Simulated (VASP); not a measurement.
Runs of VASP 6.6.1 on Sn. The structure is that of space group Fd-3m (No. 227), or close to it. The cells are those of the table. This isn't the form of Sn at room conditions, which is tetragonal (white tin).

| task | level | cell | k mesh | gap on the mesh (eV) | pressure (GPa) |
| --- | --- | --- | --- | --- | --- |
| single point | PBE | a = 4.612 Å, angles 60.0°, 2 atoms | 6 × 6 × 6 | none | (a) |
| single point | PBE | a = 4.573 Å, angles 60.0°, 2 atoms | 6 × 6 × 6 | none | 3.8 |
| single point | r2SCAN | a = 4.690 Å, angles 60.0°, 2 atoms | 12 × 12 × 12 | none | (b) |
| electric field gradients | r2SCAN | a = 4.573 Å, angles 60.0°, 2 atoms | 12 × 12 × 12 | none | 2.2 |
| electric field gradients | r2SCAN | a = 4.642 Å, angles 60.0°, 2 atoms | 12 × 12 × 12 | none | 0.0 |

Alike in all rows: potentials or basis VASP PAW PBE potentials, release 64 (Sn_d); no spin polarisation; cutoff (eV) 520; smearing gaussian 0.05 eV.

Question: Estimate the missing entries.

Answer: (a) 2.5; (b) -1.2.

Caveats: spin-orbit coupling is left out, which moves the levels of the heavy elements; the PAW data sets were made with another functional, which shifts forces and pressure a little (at least some runs); the cell stands under pressure (at least some runs).

A k mesh can miss the band edges, and the runs leave out spin-orbit coupling on Sn.

A gap of «none» marks levels without a gap at the run's occupations.
